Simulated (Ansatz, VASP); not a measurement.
## Sr in VASP and in Ansatz

The input INCAR:

```
SYSTEM = Sr
PREC     = Accurate       ! precision mode
ENCUT    = 500            ! plane-wave cutoff, eV
EDIFF    = 1E-6           ! SCF threshold, eV
ISMEAR   = -1             ! smearing method
SIGMA    = 0.05           ! smearing width, eV
LREAL    = .FALSE.        ! projectors in reciprocal space
LASPH    = .TRUE.         ! aspherical terms in the spheres
NELM     = 200            ! most SCF steps
ALGO     = Normal         ! electronic algorithm
ISIF     = 2              ! what is computed and relaxed
LWAVE    = .FALSE.        ! write WAVECAR
LCHARG   = .FALSE.        ! write CHGCAR
LNONCOLLINEAR= .TRUE.         ! non-collinear magnetism
MAGMOM   = 0 0 0          ! initial moments
LORBIT   = 11             ! projections on sites
LSORBIT  = .TRUE.         ! spin-orbit coupling
GGA_COMPAT= .FALSE.      
LORBMOM  = .TRUE.       
GGA      = PS             ! functional
NBANDS   = 21             ! bands
```

File KPOINTS:

```
Automatic mesh
0
G
  8 8 8
  0 0 0
```

Contents of POSCAR:

```
Sr
1.0
    0.0000000000      3.0423500000      3.0423500000
    3.0423500000      0.0000000000      3.0423500000
    3.0423500000      3.0423500000      0.0000000000
Sr
1
Direct
    0.0000000000      0.0000000000      0.0000000000
```

The input input.yaml:

```yaml
crystal:
  lattice:
    - [0.0, 3.04235, 3.04235]
    - [3.04235, 0.0, 3.04235]
    - [3.04235, 3.04235, 0.0]
  atoms:
    - { symbol: Sr, position: [0.0, 0.0, 0.0] }
hamiltonian:
  xc: pbesol
  pseudopotentials: { kind: paw_fr }
magnetization:
  noncollinear: true
  spin_orbit: true
kpoints:
  mp_grid: { grid: [8, 8, 8] }
  band_path:
    path:
      - [[0.0, 0.0, 0.0], [0.5, 0.0, 0.5], [0.5, 0.25, 0.75], [0.375, 0.375, 0.75], [0.0, 0.0, 0.0], [0.5, 0.5, 0.5], [0.625, 0.25, 0.625], [0.5, 0.25, 0.75], [0.5, 0.5, 0.5], [0.375, 0.375, 0.75]]
      - [[0.625, 0.25, 0.625], [0.5, 0.0, 0.5]]
    npoints: 14
scf:
  occupations: { method: fermi_dirac, width: 0.05 }
  n_extra_bands: 6
output:
  forces: true
  stress: true
  eigenvalues: true
  fatbands: false
  write_density: true
  write_potential: true
  elf: true
  volumetric_format: npy
```

Alike in both runs: functional PBEsol; k mesh 8 × 8 × 8; occupations fermi-dirac, width 0.05 eV; non-collinear spin, spin-orbit coupling.

|  | VASP | Ansatz |
| --- | --- | --- |
| version | VASP 6.6.1 | Ansatz 0.2.0 |
| potentials or method | VASP PAW PBE potentials, release 64 (Sr_sv) | Ansatz PAW |
| plane-wave cutoff (eV) | 500 | 420 |
| valence electrons in the cell | 10 | 10 |
| task | single point | band structure |

```csv
,VASP,Ansatz,Ansatz less VASP
pressure (GPa),-0.9,-0.9,0.00
net moment per atom (μB),0.00,0.00,0.000
```

VASP's potentials were made for PBE, not for PBEsol. With one functional, cell and mesh, what is left measures potentials, basis and numerics.
